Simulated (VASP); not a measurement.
The system is CaMg2As6.

```
CELL_PARAMETERS angstrom
0.00000 4.49800 4.49800
4.49800 0.00000 4.49800
4.49800 4.49800 0.00000
ATOMIC_POSITIONS crystal
Ca 0.00000 0.00000 0.00000
Mg 0.75000 0.75000 0.75000
Mg 0.25000 0.25000 0.25000
As 0.75764 0.24236 0.75764
As 0.24236 0.24236 0.75764
As 0.75764 0.75764 0.24236
As 0.24236 0.75764 0.24236
As 0.24236 0.75764 0.75764
As 0.75764 0.24236 0.24236
```

The cell was generated, and may not be a known phase.

```yaml
Program: VASP 6.6.1
Task: relaxation of cell and atoms
Functional: PBE
Potentials_or_basis: VASP PAW PBE potentials, release 64 (Ca_sv, Mg, As)
Cutoff: 600 eV
k_mesh: 4 × 4 × 4
Occupations: gaussian, width 0.1 eV
Spin: no spin polarisation
```

At the start: pressure 19.0 GPa; volume 20.22 Å³/atom.

Problem. Where does the relaxation end?

Solution. Over 11 steps the energy falls by 1176.3 meV/atom and the volume is 23.72 Å³/atom (+17.3 %); space group Fm-3m (No. 225, to 0.1 Å) before and after.

The path:
```
step  energy change (eV)  largest force (eV/Å)  pressure (GPa)  volume (Å³)
   1              0.0000                6.7742           18.97       182.01
   2             -7.9358                1.7492           -6.72       252.64
   3             -7.9279                1.7919           -6.47       250.10
   4            -10.1013                1.3256           -3.17       221.52
   5            -10.5274                0.1096            2.26       204.27
   6            -10.5494                0.3178            0.73       207.96
   7            -10.5513                0.2262            1.06       207.11
   8            -10.5811                0.0411            0.68       210.55
   9            -10.5823                0.1073            0.60       211.41
  10            -10.5851                0.0711           -0.36       214.76
  11            -10.5869                0.0029            0.01       213.44
```

Final structure:
```
Ca Mg As
1.0
     0.00000    4.74332    4.74332
     4.74332    0.00000    4.74332
     4.74332    4.74332    0.00000
Ca Mg As
1 2 6
Direct
  0.00000 0.00000 0.00000
  0.75000 0.75000 0.75000
  0.25000 0.25000 0.25000
  0.70040 0.29960 0.70040
  0.29960 0.29960 0.70040
  0.70040 0.70040 0.29960
  0.29960 0.70040 0.29960
  0.29960 0.70040 0.70040
  0.70040 0.29960 0.29960
```

Caveat: the volume moved by over 15 % at a fixed basis, so the end points are rough.
